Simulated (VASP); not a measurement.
# WSe2 in VASP: single point with PBE

Aim: the single point of WSe2 with PBE.

Everything below comes from runs of VASP 6.6.1. Logs are shortened: lines on timing, memory, paths and dates and some standing lists are left out, and cuts for length are marked.

**1. The cell of the first run**

The cell holds a slab with vacuum, 9 atoms: a = 3.321 Å, b = 3.321 Å, c = 31.021 Å, α = 90.00°, β = 90.00°, γ = 120.00°.

**2. Single point, PBE**

Input file INCAR:

```
PREC     = Accurate       # precision mode
ENCUT    = 520            # plane-wave cutoff, eV
EDIFF    = 1E-7           # SCF threshold, eV
ISMEAR   = 0              # smearing method
SIGMA    = 0.02           # smearing width, eV
LREAL    = F              # projectors in reciprocal space
LASPH    = T              # aspherical terms in the spheres
NELM     = 100            # most SCF steps
ALGO     = Normal         # electronic algorithm
ISIF     = 2              # what is computed and relaxed
LWAVE    = F              # write WAVECAR
LCHARG   = F              # write CHGCAR
GGA      = PE             # functional
NBANDS   = 49             # bands
```

Input file KPOINTS:

```
regular mesh
0
Gamma
  12 12 1
```

Input file POSCAR:

```
WSe2
1.0
    3.3206078114      0.0000000000      0.0000000000
   -1.6603039057      2.8757307207      0.0000000000
    0.0000000000      0.0000000000     31.0209661464
W Se
3 6
Direct
    0.6666666667      0.3333333333      0.0000000000
    0.3333333333      0.6666666667      0.7543470880
    0.3333333333      0.6666666667      0.2456529120
    0.3333333333      0.6666666667      0.0541018941
    0.6666666667      0.3333333333      0.8084497458
    0.6666666667      0.3333333333      0.2997487586
    0.3333333333      0.6666666667      0.9458981059
    0.6666666667      0.3333333333      0.7002512414
    0.6666666667      0.3333333333      0.1915502542
```

Potentials or basis: VASP PAW PBE potentials, release 64 (W_sv, Se).

The run is started by

```sh
> cat potpaw_PBE.64/W_sv/POTCAR potpaw_PBE.64/Se/POTCAR > POTCAR
> mpirun -np 1 vasp_std > vasp.out
```

OUTCAR:

```text
PREC = Accurate
   ENCUT = 520
   EDIFF = 1E-7
   ISMEAR = 0
   LREAL = F
   LASPH = T
   NELM = 100
   ISIF = 2
   GGA = PE

 ion  position               nearest neighbor table
   1  0.667  0.333  0.000-   4 2.55   7 2.55   4 2.55   7 2.55   4 2.55   7 2.55
   2  0.333  0.667  0.754-   8 2.55   8 2.55   8 2.55   5 2.55   5 2.55   5 2.55
   3  0.333  0.667  0.246-   6 2.55   6 2.55   6 2.55   9 2.55   9 2.55   9 2.55
   4  0.333  0.667  0.054-   1 2.55   1 2.55   1 2.55
   5  0.667  0.333  0.808-   2 2.55   2 2.55   2 2.55
   6  0.667  0.333  0.300-   3 2.55   3 2.55   3 2.55
   7  0.333  0.667  0.946-   1 2.55   1 2.55   1 2.55
   8  0.667  0.333  0.700-   2 2.55   2 2.55   2 2.55
   9  0.667  0.333  0.192-   3 2.55   3 2.55   3 2.55

  LATTYP: Found a hexagonal cell.
 ALAT       =     3.3206078114
 C/A-ratio  =     9.3419542169

  Lattice vectors:

 A1 = (   3.3206078114,   0.0000000000,   0.0000000000)
 A2 = (  -1.6603039057,   2.8757307207,   0.0000000000)
 A3 = (   0.0000000000,   0.0000000000,  31.0209661464)

Analysis of symmetry for initial positions (statically):
=====================================================================
 Subroutine PRICEL returns:
 Original cell was already a primitive cell.

 Routine SETGRP: Setting up the symmetry group for a
 hexagonal supercell.

 Subroutine GETGRP returns: Found 12 space group operations
 (whereof 12 operations were pure point group operations)
 out of a pool of 24 trial point group operations.

The static configuration has the point symmetry D_3h.

Analysis of symmetry for dynamics (positions and initial velocities):
=====================================================================
 Subroutine PRICEL returns:
 Original cell was already a primitive cell.

 Routine SETGRP: Setting up the symmetry group for a
 hexagonal supercell.

 Subroutine GETGRP returns: Found 12 space group operations
 (whereof 12 operations were pure point group operations)
 out of a pool of 24 trial point group operations.

The dynamic configuration has the point symmetry D_3h.

 Subroutine INISYM returns: Found 12 space group operations
 (whereof 12 operations are pure point group operations),
 and found     1 'primitive' translations

----------------------------------------------------------------------------------------

                                     Primitive cell

  volume of cell :     296.2246

  direct lattice vectors                    reciprocal lattice vectors
     3.320607811  0.000000000  0.000000000     0.301149686  0.173868852  0.000000000
    -1.660303906  2.875730721  0.000000000     0.000000000  0.347737705  0.000000000
     0.000000000  0.000000000 31.020966146     0.000000000  0.000000000  0.032236262

  length of vectors
     3.320607811  3.320607811 31.020966146     0.347737705  0.347737705  0.032236262

  position of ions in fractional coordinates (direct lattice)
     0.666666667  0.333333333  0.000000000
     0.333333333  0.666666667  0.754347088
     0.333333333  0.666666667  0.245652912
     0.333333333  0.666666667  0.054101894
     0.666666667  0.333333333  0.808449746
     0.666666667  0.333333333  0.299748759
     0.333333333  0.666666667  0.945898106
     0.666666667  0.333333333  0.700251241
     0.666666667  0.333333333  0.191550254

  ion indices of the primitive-cell ions
   primitive index   ion index
                 1           1
                 2           2
                 3           3
                 4           4
                 5           5
                 6           6
                 7           7
                 8           8
                 9           9

----------------------------------------------------------------------------------------

 KPOINTS: regular mesh

Automatic generation of k-mesh.
 Grid dimensions read from file:
 generate k-points for:   12   12    1

 Generating k-lattice:

  Cartesian coordinates                     Fractional coordinates (reciprocal lattice)
     0.025095807  0.014489071  0.000000000     0.083333333  0.000000000  0.000000000
     0.000000000  0.028978142  0.000000000     0.000000000  0.083333333  0.000000000
     0.000000000  0.000000000  0.032236262     0.000000000  0.000000000  1.000000000

  Length of vectors
     0.028978142  0.028978142  0.032236262

  Shift w.r.t. Gamma in fractional coordinates (k-lattice)
     0.000000000  0.000000000  0.000000000

 Subroutine IBZKPT returns following result:
 ===========================================

 Found     19 irreducible k-points:

 Following reciprocal coordinates:
            Coordinates               Weight
  0.000000  0.000000  0.000000      1.000000
  0.083333 -0.000000  0.000000      6.000000
  0.166667 -0.000000  0.000000      6.000000
  0.250000  0.000000  0.000000      6.000000
  0.333333 -0.000000  0.000000      6.000000
  0.416667  0.000000  0.000000      6.000000
[... 11 lines left out ...]
  0.333333  0.250000  0.000000     12.000000
  0.333333  0.333333  0.000000      2.000000
   k-points           NKPTS =     19   k-points in BZ     NKDIM =     19   number of bands    NBANDS=     49
   number of dos      NEDOS =    301   number of ions     NIONS =      9
   total plane-waves  NPLWV = 188160
   dimension x,y,z NGX =    28 NGY =   28 NGZ =  240
   dimension x,y,z NGXF=    56 NGYF=   56 NGZF=  480
   ions per type =               3   6
   NGX,Y,Z   is equivalent  to a cutoff of  14.02, 14.02, 12.86 a.u.
   NGXF,Y,Z  is equivalent  to a cutoff of  28.04, 28.04, 25.72 a.u.
 SYSTEM =  unknown system
   PREC   = accura    normal or accurate (medium, high low for compatibility)
   ISTART =      0    job   : 0-new  1-cont  2-samecut
   ICHARG =      2    charge: 1-file 2-atom 10-const
   ISPIN  =      1    spin polarized calculation?
   LNONCOLLINEAR =      F non collinear calculations
   LSORBIT =      F    spin-orbit coupling
   LASPH  =      T    aspherical Exc in radial PAW
   ENCUT  =  520.0 eV  38.22 Ry    6.18 a.u.   6.17  6.17 57.68*2*pi/ulx,y,z
   NELM   =    100;   NELMIN=  2; NELMDL= -5     # of ELM steps
   EDIFF  = 0.1E-06   stopping-criterion for ELM
   LREAL  =      F    real-space projection
   EDIFFG = 0.1E-05   stopping-criterion for IOM
   NSW    =      0    number of steps for IOM
   IBRION =     -1    ionic relax: 0-MD 1-quasi-New 2-CG
   NFREE  =      0    steps in history (QN), initial steepest desc. (CG)
   ISIF   =      2    stress and relaxation
   ISYM   =      2    0-nonsym 1-usesym 2-fastsym
   POTIM  = 0.5000    time-step for ionic-motion
   TEBEG  =    0.0;   TEEND  =   0.0 temperature during run
   PSTRESS=    0.0 pullay stress
   NELECT =      78.0000    total number of electrons
   NUPDOWN=      -1.0000    fix difference up-down
   EMIN   =  10.00;   EMAX   =-10.00  energy-range for DOS
   EFERMI =   0.00;   METHOD = LEGACY
   ISMEAR =     0;   SIGMA  =   0.02  broadening in eV -4-tet -1-fermi 0-gaus
   EFERMI_NEDOS =   21; number of points for ismear=-14 and -15
   IALGO  =     38    algorithm
   IMIX   =      4    mixing-type and parameters
     AMIX     =   0.40;   BMIX     =  1.00
     AMIX_MAG =   1.60;   BMIX_MAG =  1.00
  volume/ion in A,a.u.               =      32.91       222.11
  Fermi-wavevector in a.u.,A,eV,Ry     =   1.049299  1.982888 14.980405  1.101029
  Thomas-Fermi vector in A             =   2.184256
   LORBIT       =      0    0 simple, 1 ext, 2 COOP (PROOUT), +10 PAW based schemes
   GGA     = PE    functional components
   LHFCALC =     F    Hartree Fock is set to
   AEXX    =    0.0000 exact exchange contribution
   IVDW    =     0    specifies the selected vdW correction
   LEPSILON=     F    determine dielectric tensor
   LRPA    =     F    only Hartree local field effects (RPA)
 non-spin polarized calculation
 Gauss-broadening in eV      SIGMA  =   0.02
  energy-cutoff  :      520.00
  volume of cell :      296.22
 maximum number of plane-waves:      8016
 NGX is ok and might be reduce to    28
   NGX = 13   NGY = 13   NGZ =115

 number of electron      78.0000006 magnetization

 Free energy of the ion-electron system (eV)
  ---------------------------------------------------
  ext. energy  EPLUGINS =         0.00000000
  ---------------------------------------------------
  free energy    TOTEN  =       -64.88018303 eV

  energy without entropy =      -64.88018303  energy(sigma->0) =      -64.88018303

 E-fermi :   1.8649     XC(G=0):  -7.2435

 val. band max:        1.7303673710   @ k =   0.3333   0.3333   0.0000
 cond. band min:       3.2617511203   @ k =   0.3333   0.3333   0.0000
 fundamental gap:      1.5313837493
 Fermi energy:         1.8648747128

 k-point     1 :       0.0000    0.0000    0.0000
  band No.  band energies     occupation
      1     -72.3663      2.00000
      2     -72.3660      2.00000
      3     -72.3660      2.00000
      4     -36.5852      2.00000
      5     -36.5849      2.00000
      6     -36.5849      2.00000
[... 41 lines left out ...]
     48       4.7837      0.00000
     49       4.7876      0.00000

 k-point     2 :       0.0833   -0.0000    0.0000
  band No.  band energies     occupation
      1     -72.3657      2.00000
      2     -72.3654      2.00000
      3     -72.3654      2.00000
      4     -36.5826      2.00000
      5     -36.5823      2.00000
      6     -36.5823      2.00000
[... 41 lines left out ...]
     48       4.6589      0.00000
     49       4.7879      0.00000

 k-point     3 :       0.1667   -0.0000    0.0000
  band No.  band energies     occupation
      1     -72.3641      2.00000
      2     -72.3638      2.00000
      3     -72.3638      2.00000
      4     -36.5753      2.00000
      5     -36.5750      2.00000
      6     -36.5750      2.00000
[... 41 lines left out ...]
     48       4.3635      0.00000
     49       5.1913      0.00000

 k-point     4 :       0.2500    0.0000    0.0000
  band No.  band energies     occupation
      1     -72.3618      2.00000
      2     -72.3616      2.00000
      3     -72.3616      2.00000
      4     -36.5881      2.00000
      5     -36.5879      2.00000
      6     -36.5879      2.00000
[... 717 lines left out ...]
     48       4.7483      0.00000
     49       6.0755      0.00000

 k-point    18 :       0.3333    0.2500    0.0000
  band No.  band energies     occupation
      1     -72.3566      2.00000
      2     -72.3563      2.00000
      3     -72.3563      2.00000
      4     -36.6551      2.00000
      5     -36.6549      2.00000
      6     -36.6549      2.00000
[... 41 lines left out ...]
     48       4.9277      0.00000
     49       6.2596      0.00000

 k-point    19 :       0.3333    0.3333    0.0000
  band No.  band energies     occupation
      1     -72.3563      2.00000
      2     -72.3561      2.00000
      3     -72.3560      2.00000
      4     -36.6389      2.00000
      5     -36.6387      2.00000
      6     -36.6387      2.00000
[... 41 lines left out ...]
     48       5.1571      0.00000
     49       6.5261      0.00000

------------------------ aborting loop because EDIFF is reached ----------------------------------------

  FORCE on cell =-STRESS in cart. coord.  units (eV):
  Direction    XX          YY          ZZ          XY          YZ          ZX
  --------------------------------------------------------------------------------------
  -------------------------------------------------------------------------------------
  Total        0.2866724      0.2866724      0.4143972      0.0000000     -0.0000000     -0.0000000
  in kB        1.5505126      1.5505126      2.2413326      0.0000000     -0.0000000     -0.0000000
  external PRESSURE =       1.7807859 kB  Pullay stress =       0.0000000 kB

 VOLUME and BASIS-vectors are now :
 -----------------------------------------------------------------------------
  energy-cutoff  :      520.00
  volume of cell :      296.22
      direct lattice vectors                 reciprocal lattice vectors
     3.320607811  0.000000000  0.000000000     0.301149686  0.173868852  0.000000000
    -1.660303906  2.875730721  0.000000000     0.000000000  0.347737705  0.000000000
     0.000000000  0.000000000 31.020966146     0.000000000  0.000000000  0.032236262

 POSITION                                       TOTAL-FORCE (eV/Angst)
 -----------------------------------------------------------------------------------
      1.66030      0.95858      0.00000        -0.000000      0.000000      0.000000
     -0.00000      1.91715     23.40058         0.000000     -0.000000     -0.000216
     -0.00000      1.91715      7.62039        -0.000000      0.000000      0.000216
     -0.00000      1.91715      1.67829         0.000000     -0.000000      0.043863
      1.66030      0.95858     25.07889         0.000000      0.000000      0.043841
      1.66030      0.95858      9.29850        -0.000000      0.000000      0.044139
     -0.00000      1.91715     29.34267         0.000000      0.000000     -0.043863
      1.66030      0.95858     21.72247         0.000000      0.000000     -0.044139
      1.66030      0.95858      5.94207        -0.000000      0.000000     -0.043841
 -----------------------------------------------------------------------------------
    total drift:                                0.000000     -0.000000     -0.000000

  FREE ENERGIE OF THE ION-ELECTRON SYSTEM (eV)
  ---------------------------------------------------
  free  energy   TOTEN  =       -64.8801830344 eV

  energy  without entropy=      -64.8801830344  energy(sigma->0) =      -64.88018303
```

It took 17 min on 1 thread of Intel Xeon 8259CL, shared host; peak memory 0.58 GiB.

Results:

```yaml
Free_energy: -64.8802 eV
Largest_force: 0.044 eV/Å
Band_gap_on_the_k_mesh: 1.53 eV
```

Forces in eV/Å, atoms in the order of the input:
```
W    0.000  0.000  0.000
W    0.000  0.000  0.000
W    0.000  0.000  0.000
Se   0.000  0.000  0.044
Se   0.000  0.000  0.044
Se   0.000  0.000  0.044
Se   0.000  0.000 -0.044
Se   0.000  0.000 -0.044
Se   0.000  0.000 -0.044
```

Caveat: there is no dipole correction, which matters where the two faces differ; spin-orbit coupling is left out, which moves the levels of the heavy elements.
